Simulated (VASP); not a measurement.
# GeSBr (I4/mmm) in VASP: single point with r2SCAN

Aim: the single point of GeSBr with r2SCAN.

All numbers are computed with VASP 6.6.1; they aren't measurements. Logs are shortened: lines on timing, memory, paths and dates and some standing lists are left out, and cuts for length are marked.

## 1. The cell of the first run

It takes space group I4/mmm (No. 139, tetragonal). Conventional cell: a = 4.060 Å, b = 4.060 Å, c = 17.407 Å, α = 90.00°, β = 90.00°, γ = 90.00°. Within 3.9 Å of S (site symmetry 4mm) lie 4 Ge at 2.95 Å and 5 Br at 3.08 to 3.30 Å. Ge (site symmetry mmm) has 4 Ge at 2.87 Å and 4 S at 2.95 Å within 3.8 Å. Br (site symmetry 4mm) has 5 S at 3.08 to 3.30 Å and 8 Br at 3.60 to 4.06 Å and 4 Ge at 3.85 Å within 4.1 Å.

## 2. Single point, r2SCAN

POSCAR

```
GeSBr
1.0
    0.0000000000      4.0603900000      0.0000000000
    4.0603900000      0.0000000000      0.0000000000
    2.0301950000      2.0301950000     -8.7033640000
S Ge Br
2 2 2
Direct
    0.1230000000      0.1230000000      0.7540000000
    0.8770000000      0.8770000000      0.2460000000
    0.5000000000      0.0000000000      0.0000000000
    0.0000000000      0.5000000000      0.0000000000
    0.3123000000      0.3123000000      0.3754000000
    0.6877000000      0.6877000000      0.6246000000
```

INCAR.step1

```
  PREC = Accurate
  ENCUT = 520
  ISMEAR = 0
  SIGMA = 0.0143
  LREAL = F
  LASPH = T
  NELM = 60
  NBANDS = 36
  GGA = PE
  ALGO = Normal
  EDIFF = 1E-4
  LWAVE = T
  LCHARG = F
```

INCAR.step2

```
  PREC = Accurate
  ENCUT = 520
  EDIFF = 1E-7
  ISMEAR = 0
  SIGMA = 0.0143
  LREAL = F
  LASPH = T
  NELM = 60
  ALGO = Normal
  ISIF = 2
  LWAVE = F
  LCHARG = F
  METAGGA = R2SCAN
  LMIXTAU = T
  NBANDS = 36
  ISTART = 1
```

KPOINTS

```
Automatic mesh
0
Gamma
  7 7 7
```

Potentials or basis: VASP PAW PBE potentials, release 64 (S, Ge_d, Br).

Command:

```sh
> cat potpaw_PBE.64/S/POTCAR potpaw_PBE.64/Ge_d/POTCAR potpaw_PBE.64/Br/POTCAR > POTCAR
> cp INCAR.step1 INCAR
> mpirun -np 1 vasp_std > vasp.out
> cp INCAR.step2 INCAR
> mpirun -np 1 vasp_std > vasp.out
```

OUTCAR:

```text
PREC = Accurate
   ENCUT = 520
   EDIFF = 1E-7
   ISMEAR = 0
   LREAL = F
   LASPH = T
   NELM = 60
   ISIF = 2
   METAGGA = R2SCAN
   ISTART = 1

 ion  position               nearest neighbor table
   1  0.123  0.123  0.754-
   2  0.877  0.877  0.246-
   3  0.500  0.000  0.000-   4 2.87   4 2.87   4 2.87   4 2.87
   4  0.000  0.500  0.000-   3 2.87   3 2.87   3 2.87   3 2.87
   5  0.312  0.312  0.375-
   6  0.688  0.688  0.625-

  LATTYP: Found a body centered tetragonal cell.
 ALAT       =     4.0603900000
 C/A-ratio  =     4.2869596270

  Lattice vectors:

 A1 = (  -2.0301950000,   2.0301950000,   8.7033640000)
 A2 = (   2.0301950000,  -2.0301950000,   8.7033640000)
 A3 = (   2.0301950000,   2.0301950000,  -8.7033640000)

Analysis of symmetry for initial positions (statically):
=====================================================================
 Subroutine PRICEL returns:
 Original cell was already a primitive cell.

 Routine SETGRP: Setting up the symmetry group for a
 body centered tetragonal supercell.

 Subroutine GETGRP returns: Found 16 space group operations
 (whereof 16 operations were pure point group operations)
 out of a pool of 16 trial point group operations.

The static configuration has the point symmetry D_4h.

Analysis of symmetry for dynamics (positions and initial velocities):
=====================================================================
 Subroutine PRICEL returns:
 Original cell was already a primitive cell.

 Routine SETGRP: Setting up the symmetry group for a
 body centered tetragonal supercell.

 Subroutine GETGRP returns: Found 16 space group operations
 (whereof 16 operations were pure point group operations)
 out of a pool of 16 trial point group operations.

The dynamic configuration has the point symmetry D_4h.

 Subroutine INISYM returns: Found 16 space group operations
 (whereof 16 operations are pure point group operations),
 and found     1 'primitive' translations

----------------------------------------------------------------------------------------

                                     Primitive cell

  volume of cell :     143.4903

  direct lattice vectors                    reciprocal lattice vectors
     0.000000000  4.060390000  0.000000000     0.000000000  0.246281761  0.057449051
     4.060390000  0.000000000  0.000000000     0.246281761  0.000000000  0.057449051
     2.030195000  2.030195000 -8.703364000     0.000000000  0.000000000 -0.114898101

  length of vectors
     4.060390000  4.060390000  9.164711037     0.252893454  0.252893454  0.114898101

  position of ions in fractional coordinates (direct lattice)
     0.123000000  0.123000000  0.754000000
     0.877000000  0.877000000  0.246000000
     0.500000000  0.000000000  0.000000000
     0.000000000  0.500000000  0.000000000
     0.312300000  0.312300000  0.375400000
     0.687700000  0.687700000  0.624600000

  ion indices of the primitive-cell ions
   primitive index   ion index
                 1           1
                 2           2
                 3           3
                 4           4
                 5           5
                 6           6

----------------------------------------------------------------------------------------

 KPOINTS: Automatic mesh

Automatic generation of k-mesh.
 Grid dimensions read from file:
 generate k-points for:    7    7    7

 Generating k-lattice:

  Cartesian coordinates                     Fractional coordinates (reciprocal lattice)
     0.000000000  0.035183109  0.008207007     0.142857143  0.000000000  0.000000000
     0.035183109  0.000000000  0.008207007     0.000000000  0.142857143  0.000000000
     0.000000000  0.000000000 -0.016414014     0.000000000  0.000000000  0.142857143

  Length of vectors
     0.036127636  0.036127636  0.016414014

  Shift w.r.t. Gamma in fractional coordinates (k-lattice)
     0.000000000  0.000000000  0.000000000

 Subroutine IBZKPT returns following result:
 ===========================================

 Found     40 irreducible k-points:

 Following reciprocal coordinates:
            Coordinates               Weight
  0.000000  0.000000  0.000000      1.000000
  0.142857  0.000000 -0.000000      8.000000
  0.285714  0.000000  0.000000      8.000000
  0.428571  0.000000  0.000000      8.000000
  0.142857  0.142857 -0.000000      8.000000
  0.285714  0.142857 -0.000000     16.000000
[... 16 lines left out ...]
  0.285714  0.285714  0.142857      8.000000
  0.428571  0.285714  0.142857     16.000000
 [... further k-points ...]
   k-points           NKPTS =     40   k-points in BZ     NKDIM =     40   number of bands    NBANDS=     36
   number of dos      NEDOS =    301   number of ions     NIONS =      6
   total plane-waves  NPLWV =  63000
   dimension x,y,z NGX =    30 NGY =   30 NGZ =   70
   dimension x,y,z NGXF=    60 NGYF=   60 NGZF=  140
   ions per type =               2   2   2
   NGX,Y,Z   is equivalent  to a cutoff of  12.28, 12.28, 12.70 a.u.
   NGXF,Y,Z  is equivalent  to a cutoff of  24.57, 24.57, 25.40 a.u.
 SYSTEM =  unknown system
   PREC   = accura    normal or accurate (medium, high low for compatibility)
   ISTART =      1    job   : 0-new  1-cont  2-samecut
   ICHARG =      0    charge: 1-file 2-atom 10-const
   ISPIN  =      1    spin polarized calculation?
   LNONCOLLINEAR =      F non collinear calculations
   LSORBIT =      F    spin-orbit coupling
   LASPH  =      T    aspherical Exc in radial PAW
   ENCUT  =  520.0 eV  38.22 Ry    6.18 a.u.   7.55  7.55 17.04*2*pi/ulx,y,z
   NELM   =     60;   NELMIN=  2; NELMDL=  0     # of ELM steps
   EDIFF  = 0.1E-06   stopping-criterion for ELM
   LREAL  =      F    real-space projection
   EDIFFG = 0.1E-05   stopping-criterion for IOM
   NSW    =      0    number of steps for IOM
   IBRION =     -1    ionic relax: 0-MD 1-quasi-New 2-CG
   NFREE  =      0    steps in history (QN), initial steepest desc. (CG)
   ISIF   =      2    stress and relaxation
   ISYM   =      2    0-nonsym 1-usesym 2-fastsym
   POTIM  = 0.5000    time-step for ionic-motion
   TEBEG  =    0.0;   TEEND  =   0.0 temperature during run
   PSTRESS=    0.0 pullay stress
   NELECT =      54.0000    total number of electrons
   NUPDOWN=      -1.0000    fix difference up-down
   EMIN   =  10.00;   EMAX   =-10.00  energy-range for DOS
   EFERMI =   0.00;   METHOD = LEGACY
   ISMEAR =     0;   SIGMA  =   0.01  broadening in eV -4-tet -1-fermi 0-gaus
   EFERMI_NEDOS =   21; number of points for ismear=-14 and -15
   IALGO  =     38    algorithm
   IMIX   =      4    mixing-type and parameters
     AMIX     =   0.40;   BMIX     =  1.00
     AMIX_MAG =   1.60;   BMIX_MAG =  1.00
  volume/ion in A,a.u.               =      23.92       161.39
  Fermi-wavevector in a.u.,A,eV,Ry     =   1.181948  2.233559 19.007368  1.397002
  Thomas-Fermi vector in A             =   2.318212
   LORBIT       =      0    0 simple, 1 ext, 2 COOP (PROOUT), +10 PAW based schemes
   METAGGA = R2SCAN    functional components
   LHFCALC =     F    Hartree Fock is set to
   AEXX    =    0.0000 exact exchange contribution
   IVDW    =     0    specifies the selected vdW correction
   LEPSILON=     F    determine dielectric tensor
   LRPA    =     F    only Hartree local field effects (RPA)
 non-spin polarized calculation
 Gauss-broadening in eV      SIGMA  =   0.01
  energy-cutoff  :      520.00
  volume of cell :      143.49
 maximum number of plane-waves:      3912
 NGX is ok and might be reduce to    30
   NGX = 15   NGY = 15   NGZ = 35

 number of electron      54.0000011 magnetization

 Free energy of the ion-electron system (eV)
  ---------------------------------------------------
  ext. energy  EPLUGINS =         0.00000000
  ---------------------------------------------------
  free energy    TOTEN  =       -66.76669993 eV

  energy without entropy =      -66.76547912  energy(sigma->0) =      -66.76608952

 E-fermi :   2.7437     XC(G=0): -10.2130

 val. band max:        2.7417255057   @ k =  -0.1429  -0.2857   0.1429
 cond. band min:       2.7467881210   @ k =  -0.1429   0.0000   0.4286
 fundamental gap:      0.0050626153
 Fermi energy:         2.7436947033

 k-point     1 :       0.0000    0.0000    0.0000
  band No.  band energies     occupation
      1     -22.7547      2.00000
      2     -22.7128      2.00000
      3     -22.6879      2.00000
      4     -22.6805      2.00000
      5     -22.6805      2.00000
      6     -22.6356      2.00000
[... 28 lines left out ...]
     35       9.7185      0.00000
     36      10.5475      0.00000

 k-point     2 :       0.1429    0.0000   -0.0000
  band No.  band energies     occupation
      1     -22.7452      2.00000
      2     -22.7086      2.00000
      3     -22.6828      2.00000
      4     -22.6791      2.00000
      5     -22.6786      2.00000
      6     -22.6390      2.00000
[... 28 lines left out ...]
     35       9.4247      0.00000
     36      10.4627      0.00000

 k-point     3 :       0.2857    0.0000    0.0000
  band No.  band energies     occupation
      1     -22.7182      2.00000
      2     -22.6969      2.00000
      3     -22.6751      2.00000
      4     -22.6737      2.00000
      5     -22.6687      2.00000
      6     -22.6488      2.00000
[... 28 lines left out ...]
     35      10.5310      0.00000
     36      10.9128      0.00000

 k-point     4 :       0.4286    0.0000    0.0000
  band No.  band energies     occupation
      1     -22.6809      2.00000
      2     -22.6785      2.00000
      3     -22.6706      2.00000
      4     -22.6681      2.00000
      5     -22.6637      2.00000
      6     -22.6487      2.00000
[... 28 lines left out ...]
     35      11.5187      0.00000
     36      11.9268      0.00000

 k-point     5 :       0.1429    0.1429   -0.0000
  band No.  band energies     occupation
      1     -22.7396      2.00000
      2     -22.7020      2.00000
      3     -22.6825      2.00000
      4     -22.6778      2.00000
      5     -22.6723      2.00000
      6     -22.6438      2.00000
[... 655 lines left out ...]
 k-point    22 :      -0.1429    0.0000    0.1429
  band No.  band energies     occupation
      1     -22.7452      2.00000
      2     -22.7086      2.00000
      3     -22.6828      2.00000
      4     -22.6791      2.00000
      5     -22.6786      2.00000
      6     -22.6390      2.00000
[... 28 lines left out ...]
     35       9.1544      0.00000
     36      10.2907      0.00000

 k-point    23 :       0.2857    0.2857    0.1429
  band No.  band energies     occupation
      1     -22.7252      2.00000
      2     -22.6884      2.00000
      3     -22.6757      2.00000
      4     -22.6641      2.00000
      5     -22.6618      2.00000
      6     -22.6546      2.00000
[... 28 lines left out ...]
     35      10.7497      0.00000
     36      11.6758      0.00000

 k-point    24 :       0.4286    0.2857    0.1429
  band No.  band energies     occupation
      1     -22.7159      2.00000
      2     -22.6978      2.00000
      3     -22.6907      2.00000
      4     -22.6680      2.00000
      5     -22.6481      2.00000
      6     -22.6478      2.00000
[... 28 lines left out ...]
     35      10.3304      0.00000
     36      12.3284      0.00000

 [... further k-points ...]
[... 5 lines left out ...]
  --------------------------------------------------------------------------------------
  -------------------------------------------------------------------------------------
  Total       -3.7920481     -3.7920481     -7.8673188      0.0000000      0.0000000     -0.0000000
  in kB      -42.3410650    -42.3410650    -87.8445227      0.0000000      0.0000000     -0.0000000
  external PRESSURE =     -57.5088842 kB  Pullay stress =       0.0000000 kB

 VOLUME and BASIS-vectors are now :
 -----------------------------------------------------------------------------
  energy-cutoff  :      520.00
  volume of cell :      143.49
      direct lattice vectors                 reciprocal lattice vectors
     0.000000000  4.060390000  0.000000000     0.000000000  0.246281761  0.057449051
     4.060390000  0.000000000  0.000000000     0.246281761  0.000000000  0.057449051
     2.030195000  2.030195000 -8.703364000     0.000000000  0.000000000 -0.114898101

 POSITION                                       TOTAL-FORCE (eV/Angst)
 -----------------------------------------------------------------------------------
      2.03019      2.03019     -6.56234        -0.000000     -0.000000     -1.863594
      4.06039      4.06039     -2.14103         0.000000      0.000000      1.863594
      0.00000      2.03019      0.00000        -0.000000     -0.000000      0.000000
      2.03019      0.00000      0.00000         0.000000      0.000000      0.000000
      2.03019      2.03019     -3.26724        -0.000000     -0.000000      0.231884
      4.06039      4.06039     -5.43612         0.000000      0.000000     -0.231884
 -----------------------------------------------------------------------------------
    total drift:                                0.000000      0.000000     -0.000000

  FREE ENERGIE OF THE ION-ELECTRON SYSTEM (eV)
  ---------------------------------------------------
  free  energy   TOTEN  =       -66.7666999317 eV

  energy  without entropy=      -66.7654791162  energy(sigma->0) =      -66.76608952
```

Run time: 9.5 min. Hardware: 1 thread of Oxide Virtual Turin-like, shared host; peak memory 0.34 GiB.

What came out:

```yaml
Free_energy: -66.7667 eV
Pressure: -5.8 GPa
Largest_force: 1.864 eV/Å
Band_gap_on_the_k_mesh: zero (band 27 reaches 3.22 eV, above the bottom of band 28 at 2.49 eV)
```

Forces in eV/Å, atoms in the order of the input:
```
S    0.000  0.000 -1.864
S    0.000  0.000  1.864
Ge   0.000  0.000  0.000
Ge   0.000  0.000  0.000
Br   0.000  0.000  0.232
Br   0.000  0.000 -0.232
```

Caveat: the PAW data sets were made with another functional, which shifts forces and pressure a little.
